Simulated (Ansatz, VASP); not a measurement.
**Al3GaAs4: VASP beside Ansatz**

```
CELL_PARAMETERS angstrom
5.73303 0.00000 0.00000
0.00000 5.73303 0.00000
0.00000 0.00000 5.73303
ATOMIC_POSITIONS crystal
Al 0.50000 0.50000 0.00000
Al 0.50000 0.00000 0.50000
Al 0.00000 0.50000 0.50000
Ga 0.00000 0.00000 0.00000
As 0.74911 0.74911 0.25089
As 0.74911 0.25089 0.74911
As 0.25089 0.74911 0.74911
As 0.25089 0.25089 0.25089
```

Alike in both runs: functional PBE; k mesh 6 × 6 × 6; occupations gaussian, width 0.02 eV; no spin polarisation.

Ansatz relaxed the structure, and its values are those at the end. VASP's run is a single point on that final structure, the one shown.

```csv
,VASP,Ansatz
version,VASP 6.6.1,Ansatz 0.2.0
potentials or method,"VASP PAW PBE potentials, release 64 (Al, Ga_d, As), cutoff 520 eV","scalar-relativistic, plane waves, PAW"
valence electrons in the cell,42,82
```

Ansatz gave:

```
gap on the k mesh at the Fermi level (eV) : 1.03
least direct gap on the mesh (eV)         : 1.16
pressure (GPa)                            : 0.0
```

**Question.** Which values does VASP return?

**Answer.** gap on the k mesh at the Fermi level (eV): 1.03; least direct gap on the mesh (eV): 1.16; pressure (GPa): 0.2.

With one functional, cell and mesh, what is left measures potentials, basis and numerics. VASP's potentials hold 42 valence electrons a cell and Ansatz's 82, so a difference there can come from the potentials and not from the codes.
